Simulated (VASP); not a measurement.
Wanted: the native input for a VASP 6.6.1 run.

| Quantity | Value |
| --- | --- |
| Task | single point |
| Functional | r2SCAN |
| Potentials or basis | VASP PAW PBE potentials, release 64 (Ti_sv, N_h) |
| Cutoff | 1460 eV |
| k mesh | 14 × 14 × 14 |
| Occupations | gaussian, width 0.05 eV |
| Spin | no spin polarisation |
| Dipole correction | no |
| Further INCAR settings | ALGO = Normal; EDIFF = 1e-06; NBANDS = 16 |

The system is TiN.

```
CELL_PARAMETERS angstrom
0.00000 2.11626 2.11626
2.11626 0.00000 2.11626
2.11626 2.11626 0.00000
ATOMIC_POSITIONS crystal
Ti 0.50000 0.50000 0.50000
N 0.00000 0.00000 0.00000
```

The input as run:

POSCAR

```
TiN
1.0
    0.0000000000      2.1162573850      2.1162573850
    2.1162573850      0.0000000000      2.1162573850
    2.1162573850      2.1162573850      0.0000000000
Ti N
1 1
Direct
    0.5000000000      0.5000000000      0.5000000000
    0.0000000000      0.0000000000      0.0000000000
```

INCAR.step1

```
PREC = Accurate ; ENCUT = 1460
ISMEAR = 0 ; SIGMA = 0.05
LREAL = F ; LASPH = T
NELM = 120 ; NBANDS = 16
GGA = PE ; ALGO = Normal
EDIFF = 1E-5 ; LWAVE = T
LCHARG = F ; GGA_COMPAT = F
```

INCAR.step2

```
PREC = Accurate ; ENCUT = 1460
EDIFF = 1E-6 ; ISMEAR = 0
SIGMA = 0.05 ; LREAL = F
LASPH = T ; NELM = 120
ALGO = Normal ; ISIF = 2
LWAVE = F ; LCHARG = F
METAGGA = R2SCAN ; LMIXTAU = T
NBANDS = 16 ; ISTART = 1
GGA_COMPAT = F
```

KPOINTS

```
regular mesh
0
Gamma
  14 14 14
```

Potentials or basis: VASP PAW PBE potentials, release 64 (Ti_sv, N_h).

Command:

```bash
$ cat potpaw_PBE.64/Ti_sv/POTCAR potpaw_PBE.64/N_h/POTCAR > POTCAR
$ cp INCAR.step1 INCAR
$ mpirun -np 1 vasp_std > vasp.out
$ cp INCAR.step2 INCAR
$ mpirun -np 1 vasp_std > vasp.out
```

It gave:

The pressure is 1.4 GPa. The band gap on the k mesh is zero (an odd number of electrons rules out a gap without spin polarisation).

Caveat: the PAW data sets were made with another functional, which shifts forces and pressure a little; an odd number of electrons without spin polarisation forces a metal; a magnetic or distorted state may lie lower.

It took 5.4 min on 1 thread of Intel(R) Xeon(R) Platinum 8488C (Sapphire Rapids), with other jobs on the host, peak memory 0.37 GiB.
